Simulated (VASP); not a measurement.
# Ge (Fd-3m) in VASP: a series of runs

Aim: see how the results for Ge move with the level of theory and the settings. Levels: revPBE+D3(BJ), r2SCAN+D4. Tasks: single point.

Everything below comes from runs of VASP 6.6.1. Logs are shortened: lines on timing, memory, paths and dates and some standing lists are left out, and cuts for length are marked.

**Measured values to compare with.**

From “Electronic and optical properties of SixGe1-x-ySny alloys lattice-matched to Ge”, 2021, arxiv:2109.02782, for a bulk crystal of Ge: band gap 0.807 eV (direct) at 300 K; band gap 0.666 eV (indirect) at 293 K.

The runs below are set against these values where they give the same quantity.

## 1. The cell of the first run

It takes space group Fd-3m (No. 227, cubic). The conventional cell has a = 5.675 Å, b = 5.675 Å, c = 5.675 Å, α = 90.00°, β = 90.00°, γ = 90.00°. Within 3.2 Å of Ge (site symmetry -43m) lie 4 Ge at 2.46 Å.

## 2. Single point, revPBE+D3(BJ)

Contents of INCAR:

```
SYSTEM = Ge
  PREC = Accurate
  ENCUT = 500
  EDIFF = 1E-6
  ISMEAR = 0
  SIGMA = 0.01
  LREAL = .FALSE.
  LASPH = .TRUE.
  NELM = 120
  ALGO = Normal
  ISIF = 2
  LWAVE = .FALSE.
  LCHARG = .FALSE.
  GGA = RE
  IVDW = 12
  NBANDS = 21
  GGA_COMPAT = .FALSE.
```

Contents of KPOINTS:

```
Automatic mesh
0
G
  6 6 6
  0 0 0
```

Contents of POSCAR:

```
Ge
1.0
    4.0127800042      0.0000000000      0.0000000000
    2.0063900021      3.4751694234      0.0000000000
    2.0063900021      1.1583898078      3.2764211535
Ge
2
Direct
    0.0000000000      0.0000000000      0.0000000000
    0.2500000000      0.2500000000      0.2500000000
```

Potentials or basis: VASP PAW PBE potentials, release 64 (Ge_d).

Command:

```
cat potpaw_PBE.64/Ge_d/POTCAR > POTCAR
mpirun -np 1 vasp_std > vasp.out
```

OUTCAR:

```text
SYSTEM = Ge
   PREC = Accurate
   ENCUT = 500
   EDIFF = 1E-6
   ISMEAR = 0
   LREAL = .FALSE.
   LASPH = .TRUE.
   NELM = 120
   ISIF = 2
   GGA = RE
   IVDW = 12
 IVDW          = 12

 ion  position               nearest neighbor table
   1  0.000  0.000  0.000-   2 2.46   2 2.46   2 2.46   2 2.46
   2  0.250  0.250  0.250-   1 2.46   1 2.46   1 2.46   1 2.46

  LATTYP: Found a face centered cubic cell.
 ALAT       =     5.6749279047

  Lattice vectors:

 A1 = (   4.0127800042,   0.0000000000,   0.0000000000)
 A2 = (   2.0063900021,   3.4751694234,   0.0000000000)
 A3 = (   2.0063900021,   1.1583898078,   3.2764211535)

Analysis of symmetry for initial positions (statically):
=====================================================================
 Subroutine PRICEL returns:
 Original cell was already a primitive cell.

 Routine SETGRP: Setting up the symmetry group for a
 face centered cubic supercell.

 Subroutine GETGRP returns: Found 48 space group operations
 (whereof 24 operations were pure point group operations)
 out of a pool of 48 trial point group operations.

The static configuration has the point symmetry T_d .
 The point group associated with its full space group is O_h .

Analysis of symmetry for dynamics (positions and initial velocities):
=====================================================================
 Subroutine PRICEL returns:
 Original cell was already a primitive cell.

 Routine SETGRP: Setting up the symmetry group for a
 face centered cubic supercell.

 Subroutine GETGRP returns: Found 48 space group operations
 (whereof 24 operations were pure point group operations)
 out of a pool of 48 trial point group operations.

The dynamic configuration has the point symmetry T_d .
 The point group associated with its full space group is O_h .

 Subroutine INISYM returns: Found 48 space group operations
 (whereof 24 operations are pure point group operations),
 and found     1 'primitive' translations

----------------------------------------------------------------------------------------

                                     Primitive cell

  volume of cell :      45.6900

  direct lattice vectors                    reciprocal lattice vectors
     4.012780004  0.000000000  0.000000000     0.249203794 -0.143877877 -0.101737023
     2.006390002  3.475169423  0.000000000     0.000000000  0.287755755 -0.101737023
     2.006390002  1.158389808  3.276421153     0.000000000  0.000000000  0.305211068

  length of vectors
     4.012780004  4.012780004  4.012780004     0.305211068  0.305211068  0.305211068

[... 70 lines left out ...]
   NELM   =    120;   NELMIN=  2; NELMDL= -5     # of ELM steps
   EDIFF  = 0.1E-05   stopping-criterion for ELM
   LREAL  =      F    real-space projection
   EDIFFG = 0.1E-04   stopping-criterion for IOM
   NSW    =      0    number of steps for IOM
   IBRION =     -1    ionic relax: 0-MD 1-quasi-New 2-CG
   NFREE  =      0    steps in history (QN), initial steepest desc. (CG)
   ISIF   =      2    stress and relaxation
   ISYM   =      2    0-nonsym 1-usesym 2-fastsym
   POTIM  = 0.5000    time-step for ionic-motion
   TEBEG  =    0.0;   TEEND  =   0.0 temperature during run
   PSTRESS=    0.0 pullay stress
   NELECT =      28.0000    total number of electrons
   NUPDOWN=      -1.0000    fix difference up-down
   EMIN   =  10.00;   EMAX   =-10.00  energy-range for DOS
   EFERMI =   0.00;   METHOD = LEGACY
   ISMEAR =     0;   SIGMA  =   0.01  broadening in eV -4-tet -1-fermi 0-gaus
   EFERMI_NEDOS =   21; number of points for ismear=-14 and -15
   IALGO  =     38    algorithm
   IMIX   =      4    mixing-type and parameters
     AMIX     =   0.40;   BMIX     =  1.00
     AMIX_MAG =   1.60;   BMIX_MAG =  1.00
  volume/ion in A,a.u.               =      22.84       154.17
  Fermi-wavevector in a.u.,A,eV,Ry     =   1.390552  2.627762 26.308690  1.933634
  Thomas-Fermi vector in A             =   2.514476
   LORBIT       =      0    0 simple, 1 ext, 2 COOP (PROOUT), +10 PAW based schemes
   GGA     = RE    functional components
   LHFCALC =     F    Hartree Fock is set to
   AEXX    =    0.0000 exact exchange contribution
   IVDW    =    12    specifies the selected vdW correction
   LEPSILON=     F    determine dielectric tensor
   LRPA    =     F    only Hartree local field effects (RPA)
 non-spin polarized calculation
 Gauss-broadening in eV      SIGMA  =   0.01
  energy-cutoff  :      500.00
  volume of cell :       45.69
 maximum number of plane-waves:      1211
 NGX is ok and might be reduce to    30
   NGX = 15   NGY = 15   NGZ = 15

 number of electron      28.0000014 magnetization

 Free energy of the ion-electron system (eV)
  ---------------------------------------------------
  ext. energy  EPLUGINS =         0.00000000
  ---------------------------------------------------
  free energy    TOTEN  =        -8.38644071 eV

  energy without entropy =       -8.38643826  energy(sigma->0) =       -8.38643948

 E-fermi :   5.0131     XC(G=0):  -9.7455

 val. band max:        4.9928350181   @ k =   0.0000   0.0000   0.0000
 cond. band min:       5.0307601529   @ k =   0.0000   0.0000   0.0000
 fundamental gap:      0.0379251348
 Fermi energy:         5.0130966167

 k-point     1 :       0.0000    0.0000    0.0000
  band No.  band energies     occupation
      1     -19.8289      2.00000
      2     -19.8289      2.00000
      3     -19.8289      2.00000
      4     -19.7938      2.00000
      5     -19.7938      2.00000
      6     -19.5887      2.00000
[... 373 lines left out ...]
     20      16.0107      0.00000
     21      17.9050      0.00000

------------------------ aborting loop because EDIFF is reached ----------------------------------------

 Edisp (eV)   -1.12948

 E8    (eV) :    -0.8015

  FORCE on cell =-STRESS in cart. coord.  units (eV):
  Direction    XX          YY          ZZ          XY          YZ          ZX
  --------------------------------------------------------------------------------------
  -------------------------------------------------------------------------------------
  Total      -0.06122    -0.06122    -0.06122     0.00000    -0.00000    -0.00000
  in kB      -2.14688    -2.14688    -2.14688     0.00000    -0.00000    -0.00000
  external pressure =       -2.15 kB  Pullay stress =        0.00 kB

 VOLUME and BASIS-vectors are now :
 -----------------------------------------------------------------------------
  energy-cutoff  :      500.00
  volume of cell :       45.69
      direct lattice vectors                 reciprocal lattice vectors
     4.012780004  0.000000000  0.000000000     0.249203794 -0.143877877 -0.101737023
     2.006390002  3.475169423  0.000000000     0.000000000  0.287755755 -0.101737023
     2.006390002  1.158389808  3.276421153     0.000000000  0.000000000  0.305211068

 POSITION                                       TOTAL-FORCE (eV/Angst)
 -----------------------------------------------------------------------------------
      0.00000      0.00000      0.00000         0.000000     -0.000000     -0.000000
      2.00639      1.15839      0.81911        -0.000000      0.000000      0.000000
 -----------------------------------------------------------------------------------
    total drift:                                0.000000      0.000000      0.000000

  FREE ENERGIE OF THE ION-ELECTRON SYSTEM (eV)
  ---------------------------------------------------
  free  energy   TOTEN  =        -9.5159226258 eV

  energy  without entropy=       -9.5159201811  energy(sigma->0) =       -9.51592140
```

OSZICAR:

```text
N       E                     dE             d eps       ncg     rms          rms(c)
DAV:   1     0.189987541715E+03    0.18999E+03   -0.13932E+04   749   0.353E+03
DAV:   2     0.189237729976E+02   -0.17106E+03   -0.16632E+03   672   0.623E+02
DAV:   3    -0.756227595841E+01   -0.26486E+02   -0.26327E+02   767   0.142E+02
DAV:   4    -0.843779590926E+01   -0.87552E+00   -0.87508E+00   767   0.304E+01
DAV:   5    -0.845208761778E+01   -0.14292E-01   -0.14291E-01   745   0.419E+00    0.333E+00
DAV:   6    -0.840357829506E+01    0.48509E-01   -0.20770E-02   787   0.149E+00    0.198E+00
DAV:   7    -0.838337070894E+01    0.20208E-01   -0.48212E-02   760   0.209E+00    0.173E-01
DAV:   8    -0.838596235718E+01   -0.25916E-02   -0.64672E-03   757   0.968E-01    0.461E-02
DAV:   9    -0.838636592239E+01   -0.40357E-03   -0.46133E-04   742   0.198E-01    0.187E-02
DAV:  10    -0.838643526495E+01   -0.69343E-04   -0.13184E-04   742   0.111E-01    0.809E-03
DAV:  11    -0.838644049002E+01   -0.52251E-05   -0.19373E-05   732   0.592E-02    0.238E-03
DAV:  12    -0.838644070586E+01   -0.21584E-06   -0.45357E-07   605   0.714E-03
   1 F= -.95159226E+01 E0= -.95159214E+01  d E =-.244473E-05
```

stdout:

```text
POSCAR found type information on POSCAR Ge
 POSCAR found :  1 types and       2 ions
 scaLAPACK will be used
 -----------------------------------------------------------------------------
|                                                                             |
|                                                                             |
|     You enforced a specific xc type in the INCAR file but a different       |
|     I HOPE YOU KNOW WHAT YOU ARE DOING!                                     |
|                                                                             |
 -----------------------------------------------------------------------------

 LDA part: xc-table for (Slater+PW92), standard interpolation
 POSCAR, INCAR and KPOINTS ok, starting setup
 FFT: planning ... GRIDC
 FFT: planning ... GRID_SOFT
 FFT: planning ... GRID
 WAVECAR not read
 entering main loop
```

It took 7 s on 1 thread of Intel Xeon 6975P-C (Granite Rapids), shared host; peak memory 0.16 GiB.

Results:

| Item | Value |
| --- | --- |
| Free energy | -9.5159 eV |
| Pressure | -0.2 GPa |
| Band gap on the k mesh | 0.04 eV |
| Dispersion energy per atom | -0.565 eV |

Levels at points of the mesh, in eV from the valence-band top:
```tsv
k point	band 12	band 13	band 14	band 15	band 16	band 17
(0.00, 0.00, 0.00)	0.00	0.00	0.00	0.04	2.56	2.56
(0.50, 0.00, 0.00)	-7.53	-1.39	-1.39	0.22	3.75	3.75
(0.50, 0.50, 0.00)	-8.83	-3.04	-3.04	0.82	0.82	9.48
```

Caveat: the PAW data sets were made with another functional, which shifts forces and pressure a little.

## 3. Single point, r2SCAN+D4

This run uses another cell than the first one, of 22.59 Å³/atom.

Contents of POSCAR:

```
Ge
1.0
    3.9980094527      0.0000000000      0.0000000000
    1.9990047264      3.4623777506      0.0000000000
    1.9990047264      1.1541259169      3.2643610487
Ge
2
Direct
    0.0000000000      0.0000000000      0.0000000000
    0.2500000000      0.2500000000      0.2500000000
```

Contents of INCAR.step1:

```
ALGO     = Normal         # electronic algorithm
EDIFF    = 1E-5           # SCF threshold, eV
ENCUT    = 550            # plane-wave cutoff, eV
GGA      = PE             # functional
GGA_COMPAT= F            
ISMEAR   = 0              # smearing method
LASPH    = T              # aspherical terms in the spheres
LCHARG   = F              # write CHGCAR
LREAL    = F              # projectors in reciprocal space
LWAVE    = T              # write WAVECAR
NBANDS   = 21             # bands
NELM     = 120            # most SCF steps
PREC     = Accurate       # precision mode
SIGMA    = 0.01           # smearing width, eV
```

Contents of INCAR.step2:

```
ALGO     = Normal         # electronic algorithm
EDIFF    = 1E-6           # SCF threshold, eV
ENCUT    = 550            # plane-wave cutoff, eV
GGA_COMPAT= F            
ISIF     = 2              # what is computed and relaxed
ISMEAR   = 0              # smearing method
ISTART   = 1            
IVDW     = 13             # dispersion correction
LASPH    = T              # aspherical terms in the spheres
LCHARG   = T              # write CHGCAR
LELF     = T              # ELF
LMIXTAU  = T            
LREAL    = F              # projectors in reciprocal space
LVHAR    = T            
LWAVE    = F              # write WAVECAR
METAGGA  = R2SCAN         # meta-GGA
NBANDS   = 21             # bands
NELM     = 120            # most SCF steps
PREC     = Accurate       # precision mode
SIGMA    = 0.01           # smearing width, eV
VDW_A1   = 0.51559235   
VDW_A2   = 5.77342911   
VDW_S6   = 1.0          
VDW_S8   = 0.6018749
```

Contents of KPOINTS:

```
k-points
0
Gamma
  6 6 6
```

Potentials or basis: VASP PAW PBE potentials, release 64 (Ge_d).

Command:

```
cat potpaw_PBE.64/Ge_d/POTCAR > POTCAR
cp INCAR.step1 INCAR
mpirun -np 1 vasp_std > vasp.out
cp INCAR.step2 INCAR
mpirun -np 1 vasp_std > vasp.out
```

It took 22 s on 1 thread of Intel Xeon 6975P-C (Granite Rapids), shared host; peak memory 0.18 GiB.

It converged, with:

```
Free energy                : -27.9290 eV
Pressure                   : 0.1 GPa
Band gap on the k mesh     : 0.43 eV
Dispersion energy per atom : -0.112 eV
```

Levels at points of the mesh, in eV from the valence-band top:
| k point | band 11 | band 12 | band 13 | band 14 | band 15 | band 16 | band 17 | band 18 |
| --- | --- | --- | --- | --- | --- | --- | --- | --- |
| (0.00, 0.00, 0.00) | -13.32 | 0.00 | 0.00 | 0.00 | 0.43 | 2.71 | 2.71 | 2.71 |
| (0.50, 0.00, 0.00) | -11.12 | -7.88 | -1.49 | -1.49 | 0.45 | 4.00 | 4.00 | 7.65 |
| (0.50, 0.50, 0.00) | -9.22 | -9.22 | -3.23 | -3.23 | 0.97 | 0.97 | 10.12 | 10.12 |

Caveat: the PAW data sets were made with another functional, which shifts forces and pressure a little.

## 4. Against experiment

Step 2. A measured gap of Ge is 0.807 eV (direct; 300 K; “Electronic and optical properties of SixGe1-x-ySny alloys lattice-matched to Ge”, 2021, arxiv:2109.02782); the calculated 0.04 eV misses it by -0.77 eV. 3 values of this kind are on record (0.666 to 0.807 eV); this one was drawn at random among those near their median. Spin-orbit coupling on Ge is left out. The value is that of revPBE+D3(BJ) on a finite k mesh, which can miss the band edges, without temperature or zero-point motion. Semilocal functionals fall short of measured gaps as a rule.

Step 3. Against the measured gap of Ge, 0.666 eV (indirect; 293 K; “Electronic and optical properties of SixGe1-x-ySny alloys lattice-matched to Ge”, 2021, arxiv:2109.02782), the calculated 0.43 eV is off by -0.24 eV. 3 values of this kind are on record (0.666 to 0.807 eV); this one was drawn at random among those near their median. Spin-orbit coupling on Ge is left out. The value is that of r2SCAN+D4 on a finite k mesh, which can miss the band edges, without temperature or zero-point motion.
